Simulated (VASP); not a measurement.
Wanted: the native input for a VASP 6.6.1 run.

```
Task                   : single point
Functional             : PBE
Potentials or basis    : VASP PAW PBE potentials, release 64 (Co, Al)
Cutoff                 : 520 eV
k mesh                 : 14 × 14 × 14
Occupations            : fermi-dirac, width 0.08 eV
Spin                   : no spin polarisation
Dipole correction      : no
Further INCAR settings : ALGO = Normal; EDIFF = 1e-07; NBANDS = 13
```

The structure of AlCo (rocksalt type) lies in POSCAR:

```
AlCo
1.0
    0.0000000000      2.3949805686      2.3949805686
    2.3949805686      0.0000000000      2.3949805686
    2.3949805686      2.3949805686      0.0000000000
Co Al
1 1
Direct
    0.0000000000      0.0000000000      0.0000000000
    0.5000000000      0.5000000000      0.5000000000
```

The input as run:

INCAR

```
ALGO = Normal
EDIFF = 1E-7
ENCUT = 520
GGA = PE
ISIF = 2
ISMEAR = -1
LASPH = T
LCHARG = F
LREAL = F
LWAVE = F
NBANDS = 13
NELM = 60
PREC = Accurate
SIGMA = 0.08
```

KPOINTS

```
k-points
0
Gamma
  14 14 14
```

Potentials or basis: VASP PAW PBE potentials, release 64 (Co, Al).

Command:

```bash
$ cat potpaw_PBE.64/Co/POTCAR potpaw_PBE.64/Al/POTCAR > POTCAR
$ mpirun -np 1 vasp_std > vasp.out
```

Results of the run:

The pressure is -0.1 GPa and the band gap on the k mesh is zero (band 6 reaches 8.46 eV, above the bottom of band 7 at 8.28 eV).

Run time: 54 s on 1 thread of Intel Xeon 8259CL (shared host), peak memory 0.18 GiB.
